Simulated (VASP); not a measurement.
# Cr (P6_3/mmc) in VASP: a series of runs

Runs on Cr. Level: PBE. Tasks: single point, relaxation of cell and atoms.

All numbers are computed with VASP 6.6.1; they aren't measurements. Logs are shortened: lines on timing, memory, paths and dates and some standing lists are left out, and cuts for length are marked.

## 1. The cell of the first run

It takes space group P6_3/mmc (No. 194, hexagonal). Conventional cell: a = 2.881 Å, b = 2.881 Å, c = 7.847 Å, α = 90.00°, β = 90.00°, γ = 120.00°. Within 2.2 Å of Cr (site symmetry -6m2) lie 3 Cr at 1.66 Å. Within 2.2 Å of Cr (site symmetry -6m2) lie 3 Cr at 1.66 Å.

This isn't the form of Cr at room conditions, which is bcc.

## 2. Single point, PBE, collinear spin, ferromagnetic start

Contents of INCAR:

```
SYSTEM = Cr
PREC = Accurate
ENCUT = 520
EDIFF = 1E-6
ISMEAR = 0
SIGMA = 0.1
LREAL = .FALSE.
LASPH = .TRUE.
NELM = 150
ALGO = Normal
ISIF = 2
LWAVE = .FALSE.
LCHARG = .FALSE.
ISPIN = 2
MAGMOM = 3 3 3 3
LORBIT = 11
LMAXMIX = 4
GGA = PE
NBANDS = 36
```

Contents of KPOINTS:

```
regular mesh
0
G
  9 9 4
  0 0 0
```

Contents of POSCAR:

```
Cr
1.0
    2.8812770771      0.0000000000      0.0000000000
   -1.4406385386      2.4952591441      0.0000000000
    0.0000000000      0.0000000000      7.8473806572
Cr
4
Direct
    0.0000000000      0.0000000000      0.2500000000
    0.0000000000      0.0000000000      0.7500000000
    0.3333333333      0.6666666667      0.7500000000
    0.6666666667      0.3333333333      0.2500000000
```

Potentials or basis: VASP PAW PBE potentials, release 64 (Cr_pv).

Started as:

```sh
> cat potpaw_PBE.64/Cr_pv/POTCAR > POTCAR
> mpirun -np 1 vasp_std > vasp.out
```

OUTCAR:

```text
SYSTEM = Cr
   PREC = Accurate
   ENCUT = 520
   EDIFF = 1E-6
   ISMEAR = 0
   LREAL = .FALSE.
   LASPH = .TRUE.
   NELM = 150
   ISIF = 2
   ISPIN = 2
   LORBIT = 11
   GGA = PE

 ion  position               nearest neighbor table
   1  0.000  0.000  0.250-   4 1.66   4 1.66   4 1.66
   2  0.000  0.000  0.750-   3 1.66   3 1.66   3 1.66
   3  0.333  0.667  0.750-   2 1.66   2 1.66   2 1.66
   4  0.667  0.333  0.250-   1 1.66   1 1.66   1 1.66

  LATTYP: Found a hexagonal cell.
 ALAT       =     2.8812770771
 C/A-ratio  =     2.7235772358

  Lattice vectors:

 A1 = (   2.8812770771,   0.0000000000,   0.0000000000)
 A2 = (  -1.4406385386,   2.4952591441,   0.0000000000)
 A3 = (   0.0000000000,   0.0000000000,   7.8473806572)

Analysis of symmetry for initial positions (statically):
=====================================================================
 Subroutine PRICEL returns:
 Original cell was already a primitive cell.

 Routine SETGRP: Setting up the symmetry group for a
 hexagonal supercell.

 Subroutine GETGRP returns: Found 24 space group operations
 (whereof 12 operations were pure point group operations)
 out of a pool of 24 trial point group operations.

The static configuration has the point symmetry D_3d.
 The point group associated with its full space group is D_6h.

Analysis of symmetry for dynamics (positions and initial velocities):
=====================================================================
 Subroutine PRICEL returns:
 Original cell was already a primitive cell.

 Routine SETGRP: Setting up the symmetry group for a
 hexagonal supercell.

 Subroutine GETGRP returns: Found 24 space group operations
 (whereof 12 operations were pure point group operations)
 out of a pool of 24 trial point group operations.

The dynamic configuration has the point symmetry D_3d.
 The point group associated with its full space group is D_6h.

Analysis of structural, dynamic, and magnetic symmetry:
=====================================================================
 Subroutine PRICEL returns:
 Original cell was already a primitive cell.

 Routine SETGRP: Setting up the symmetry group for a
 hexagonal supercell.

 Subroutine GETGRP returns: Found 24 space group operations
 (whereof 12 operations were pure point group operations)
 out of a pool of 24 trial point group operations.

The overall configuration has the point symmetry D_3d.
 The point group associated with its full space group is D_6h.

 Subroutine INISYM returns: Found 24 space group operations
 (whereof 12 operations are pure point group operations),
 and found     1 'primitive' translations

----------------------------------------------------------------------------------------

                                     Primitive cell

  volume of cell :      56.4190

  direct lattice vectors                    reciprocal lattice vectors
     2.881277077  0.000000000  0.000000000     0.347068322  0.200379989  0.000000000
    -1.440638539  2.495259144  0.000000000     0.000000000  0.400759978  0.000000000
     0.000000000  0.000000000  7.847380657     0.000000000  0.000000000  0.127431055

  length of vectors
     2.881277077  2.881277077  7.847380657     0.400759978  0.400759978  0.127431055

  position of ions in fractional coordinates (direct lattice)
     0.000000000  0.000000000  0.250000000
     0.000000000  0.000000000  0.750000000
     0.333333333  0.666666667  0.750000000
     0.666666667  0.333333333  0.250000000

  ion indices of the primitive-cell ions
   primitive index   ion index
                 1           1
                 2           2
                 3           3
                 4           4

----------------------------------------------------------------------------------------

 KPOINTS: regular mesh

Automatic generation of k-mesh.
 Grid dimensions read from file:
 generate k-points for:    9    9    4

 Generating k-lattice:

  Cartesian coordinates                     Fractional coordinates (reciprocal lattice)
     0.038563147  0.022264443  0.000000000     0.111111111  0.000000000  0.000000000
     0.000000000  0.044528886  0.000000000     0.000000000  0.111111111  0.000000000
     0.000000000  0.000000000  0.031857764     0.000000000  0.000000000  0.250000000

  Length of vectors
     0.044528886  0.044528886  0.031857764

  Shift w.r.t. Gamma in fractional coordinates (k-lattice)
     0.000000000  0.000000000  0.000000000

 Subroutine IBZKPT returns following result:
 ===========================================

 Found     36 irreducible k-points:

 Following reciprocal coordinates:
            Coordinates               Weight
  0.000000  0.000000  0.000000      1.000000
  0.111111  0.000000  0.000000      6.000000
  0.222222  0.000000  0.000000      6.000000
  0.333333  0.000000  0.000000      6.000000
  0.444444  0.000000  0.000000      6.000000
  0.111111  0.111111  0.000000      6.000000
[... 16 lines left out ...]
  0.333333  0.222222  0.250000     24.000000
  0.333333  0.333333  0.250000      4.000000
 [... further k-points ...]
   k-points           NKPTS =     36   k-points in BZ     NKDIM =     36   number of bands    NBANDS=     36
   number of dos      NEDOS =    301   number of ions     NIONS =      4
   total plane-waves  NPLWV =  34560
   dimension x,y,z NGX =    24 NGY =   24 NGZ =   60
   dimension x,y,z NGXF=    48 NGYF=   48 NGZF=  120
   ions per type =               4
   NGX,Y,Z   is equivalent  to a cutoff of  13.85, 13.85, 12.71 a.u.
   NGXF,Y,Z  is equivalent  to a cutoff of  27.70, 27.70, 25.42 a.u.
 SYSTEM =  Cr
   PREC   = accura    normal or accurate (medium, high low for compatibility)
   ISTART =      0    job   : 0-new  1-cont  2-samecut
   ICHARG =      2    charge: 1-file 2-atom 10-const
   ISPIN  =      2    spin polarized calculation?
   LNONCOLLINEAR =      F non collinear calculations
   LSORBIT =      F    spin-orbit coupling
   LASPH  =      T    aspherical Exc in radial PAW
   ENCUT  =  520.0 eV  38.22 Ry    6.18 a.u.   5.36  5.36 14.59*2*pi/ulx,y,z
   NELM   =    150;   NELMIN=  2; NELMDL= -5     # of ELM steps
   EDIFF  = 0.1E-05   stopping-criterion for ELM
   LREAL  =      F    real-space projection
   EDIFFG = 0.1E-04   stopping-criterion for IOM
   NSW    =      0    number of steps for IOM
   IBRION =     -1    ionic relax: 0-MD 1-quasi-New 2-CG
   NFREE  =      0    steps in history (QN), initial steepest desc. (CG)
   ISIF   =      2    stress and relaxation
   ISYM   =      2    0-nonsym 1-usesym 2-fastsym
   POTIM  = 0.5000    time-step for ionic-motion
   TEBEG  =    0.0;   TEEND  =   0.0 temperature during run
   PSTRESS=    0.0 pullay stress
   NELECT =      48.0000    total number of electrons
   NUPDOWN=      -1.0000    fix difference up-down
   EMIN   =  10.00;   EMAX   =-10.00  energy-range for DOS
   EFERMI =   0.00;   METHOD = LEGACY
   ISMEAR =     0;   SIGMA  =   0.10  broadening in eV -4-tet -1-fermi 0-gaus
   EFERMI_NEDOS =   21; number of points for ismear=-14 and -15
   IALGO  =     38    algorithm
   IMIX   =      4    mixing-type and parameters
     AMIX     =   0.40;   BMIX     =  1.00
     AMIX_MAG =   1.60;   BMIX_MAG =  1.00
  volume/ion in A,a.u.               =      14.10        95.18
  Fermi-wavevector in a.u.,A,eV,Ry     =   1.551244  2.931426 32.740487  2.406358
  Thomas-Fermi vector in A             =   2.655791
   LORBIT       =     11    0 simple, 1 ext, 2 COOP (PROOUT), +10 PAW based schemes
   GGA     = PE    functional components
   LHFCALC =     F    Hartree Fock is set to
   AEXX    =    0.0000 exact exchange contribution
   IVDW    =     0    specifies the selected vdW correction
   LEPSILON=     F    determine dielectric tensor
   LRPA    =     F    only Hartree local field effects (RPA)
 spin polarized calculation
 Gauss-broadening in eV      SIGMA  =   0.10
  energy-cutoff  :      520.00
  volume of cell :       56.42
 maximum number of plane-waves:      1541
 NGX is ok and might be reduce to    24
   NGX = 11   NGY = 11   NGZ = 29

 number of electron      48.0000033 magnetization      -0.0132985

 number of electron      48.0000033 magnetization       0.0011556

 Free energy of the ion-electron system (eV)
  ---------------------------------------------------
  ext. energy  EPLUGINS =         0.00000000
  ---------------------------------------------------
  free energy    TOTEN  =       -13.94167643 eV

  energy without entropy =      -13.93805623  energy(sigma->0) =      -13.93986633

 E-fermi :   8.3040     XC(G=0): -11.5033

 val. band max:        8.1590169951   @ k =   0.3333   0.2222   0.0000
 cond. band min:       8.3981271586   @ k =   0.4444   0.1111   0.2500
 fundamental gap:      0.2391101635
 Fermi energy:         8.3039964008

 spin component 1

 k-point     1 :       0.0000    0.0000    0.0000
  band No.  band energies     occupation
      1     -39.0672      1.00000
      2     -39.0672      1.00000
      3     -39.0671      1.00000
      4     -39.0671      1.00000
      5     -36.0264      1.00000
      6     -36.0208      1.00000
[... 28 lines left out ...]
     35      12.0759      0.00000
     36      12.1694      0.00000
[... 866 lines left out ...]
      6     -35.5398      1.00000
[... 28 lines left out ...]
     35      14.9895      0.00000
     36      15.0077      0.00000

 [... further k-points ...]

 spin component 2

 k-point     1 :       0.0000    0.0000    0.0000
  band No.  band energies     occupation
      1     -39.0672      1.00000
      2     -39.0672      1.00000
      3     -39.0672      1.00000
      4     -39.0672      1.00000
      5     -36.0263      1.00000
      6     -36.0207      1.00000
[... 28 lines left out ...]
     35      12.0759      0.00000
     36      12.1695      0.00000
[... 866 lines left out ...]
      6     -35.5398      1.00000
[... 28 lines left out ...]
     35      14.9901      0.00000
     36      15.0084      0.00000

 [... further k-points ...]

------------------------ aborting loop because EDIFF is reached ----------------------------------------

  FORCE on cell =-STRESS in cart. coord.  units (eV):
  Direction    XX          YY          ZZ          XY          YZ          ZX
  --------------------------------------------------------------------------------------
  -------------------------------------------------------------------------------------
  Total       77.1878320     77.1878320     -4.9278892     -0.0000000      0.0000000      0.0000000
  in kB     2191.9670730   2191.9670730   -139.9413701     -0.0000000      0.0000000      0.0000000
  external PRESSURE =    1414.6642586 kB  Pullay stress =       0.0000000 kB

 VOLUME and BASIS-vectors are now :
 -----------------------------------------------------------------------------
  energy-cutoff  :      520.00
  volume of cell :       56.42
      direct lattice vectors                 reciprocal lattice vectors
     2.881277077  0.000000000  0.000000000     0.347068322  0.200379989  0.000000000
    -1.440638539  2.495259144  0.000000000     0.000000000  0.400759978  0.000000000
     0.000000000  0.000000000  7.847380657     0.000000000  0.000000000  0.127431055

 POSITION                                       TOTAL-FORCE (eV/Angst)
 -----------------------------------------------------------------------------------
      0.00000      0.00000      1.96185        -0.000000     -0.000000     -0.000000
      0.00000      0.00000      5.88554         0.000000     -0.000000      0.000000
     -0.00000      1.66351      5.88554        -0.000000     -0.000000     -0.000000
      1.44064      0.83175      1.96185         0.000000      0.000000     -0.000000
 -----------------------------------------------------------------------------------
    total drift:                                0.000000     -0.000000      0.000000

  FREE ENERGIE OF THE ION-ELECTRON SYSTEM (eV)
  ---------------------------------------------------
  free  energy   TOTEN  =       -13.9416764276 eV

  energy  without entropy=      -13.9380562297  energy(sigma->0) =      -13.93986633

 total charge

# of ion       s       p       d       tot
------------------------------------------
    1        0.427   6.496   5.802  12.724
    2        0.427   6.496   5.802  12.724
    3        0.420   6.497   5.803  12.720
    4        0.420   6.497   5.803  12.720
--------------------------------------------------
tot          1.694  25.985  23.210  50.888

 magnetization (x)

# of ion       s       p       d       tot
------------------------------------------
    1       -0.000   0.000  -0.000  -0.000
    2       -0.000   0.000  -0.000  -0.000
    3       -0.000   0.000  -0.000  -0.000
    4       -0.000   0.000  -0.000  -0.000
--------------------------------------------------
tot         -0.000   0.000  -0.000  -0.000
```

It took 2.1 min on 1 thread of Intel Xeon Platinum 8375C at 2.90GHz (Ice Lake), shared host; peak memory 0.26 GiB.

What came out:

```
Free energy            : -13.9417 eV
Pressure               : 141.5 GPa
Band gap on the k mesh : zero (filled and empty bands overlap)
Net moment             : 0.00 μB per cell
```

Stress tensor (GPa, compression positive):
```
219.20   0.00   0.00
  0.00 219.20   0.00
  0.00   0.00 -13.99
```

Caveat: atoms lie so close that the PAW spheres overlap strongly, which falsifies energies and pressures; the cell stands under pressure.

## 3. Relaxation of cell and atoms, PBE

This run uses another cell than the first one, of 13.83 Å³/atom.

Contents of INCAR:

```
PREC = Accurate
ENCUT = 600
EDIFF = 1E-6
ISMEAR = 0
SIGMA = 0.1
LREAL = F
LASPH = T
NELM = 60
ALGO = Fast
ISIF = 3
LWAVE = F
LCHARG = F
GGA = PE
IBRION = 2
NSW = 100
EDIFFG = -0.01
```

Contents of KPOINTS:

```
Automatic mesh
0
Gamma
  12 12 10
```

Contents of POSCAR:

```
Cr
1.0
    3.8172216440      0.0000000000      0.0000000000
   -1.9086108220      3.3058109156      0.0000000000
    0.0000000000      0.0000000000      4.3853875339
Cr
4
Direct
    0.0000000000      0.0000000000      0.2500000000
    0.0000000000      0.0000000000      0.7500000000
    0.3333333333      0.6666666667      0.7500000000
    0.6666666667      0.3333333333      0.2500000000
```

Potentials or basis: VASP PAW PBE potentials, release 64 (Cr_pv).

Started as:

```sh
> cat potpaw_PBE.64/Cr_pv/POTCAR > POTCAR
> mpirun -np 1 vasp_std > vasp.out
```

It took 10 min on 1 thread of Intel Xeon Platinum 8375C at 2.90GHz (Ice Lake), shared host; peak memory 0.29 GiB.

It converged, with:

| Item | Value |
| --- | --- |
| Free energy | -33.8694 eV |
| Relaxed volume | 13.85 Å³/atom |
| Relaxed cell | a = 3.830 Å, b = 3.830 Å, c = 4.362 Å, α = 90.00°, β = 90.00°, γ = 120.00° |
| Space group after relaxing (to 0.1 Å) | P6_3/mmc (No. 194) |
| Energy gained by relaxing | 0.5 meV/atom |
| Ionic steps | 5 |
| Pressure after relaxing | 0.0 GPa |
| Band gap on the k mesh | zero (bands 24 and 25 overlap by 0.49 eV) |

Step by step:
| step | energy change (eV) | largest force (eV/Å) | pressure (GPa) | volume (Å³) |
| --- | --- | --- | --- | --- |
| 1 | 0.0000 | 0.0000 | 0.31 | 55.34 |
| 2 | -0.0017 | 0.0000 | -0.41 | 55.56 |
| 3 | -0.0017 | 0.0000 | -0.37 | 55.54 |
| 4 | -0.0018 | 0.0000 | 0.28 | 55.32 |
| 5 | -0.0019 | 0.0000 | -0.03 | 55.41 |

Final structure:
```xyz
4
Lattice="3.8299 0.0000 0.0000 -1.9150 3.3168 0.0000 0.0000 0.0000 4.3620" Properties=species:S:1:pos:R:3 pbc="T T T"
Cr    0.0000    0.0000    1.0905
Cr    0.0000    0.0000    3.2715
Cr    0.0000    2.2112    3.2715
Cr    1.9150    1.1056    1.0905
```

Levels at points of the mesh, in eV from the Fermi level:
```
           k point  band 22  band 23  band 24  band 25  band 26  band 27
(0.00, 0.00, 0.00)    -0.57    -0.57     0.15     0.15     0.68     0.68
(0.50, 0.00, 0.00)    -1.07    -0.60    -0.33     0.73     1.18     1.33
(0.00, 0.00, 0.50)    -0.28    -0.28    -0.28     0.58     0.58     0.58
(0.50, 0.00, 0.50)    -1.28    -0.70    -0.70     0.46     0.46     1.94
```

Caveat: the run has no spin polarisation, though such a crystal can be magnetic. Spin polarisation is off, so any magnetic state and its effect on volume and gap are missing.
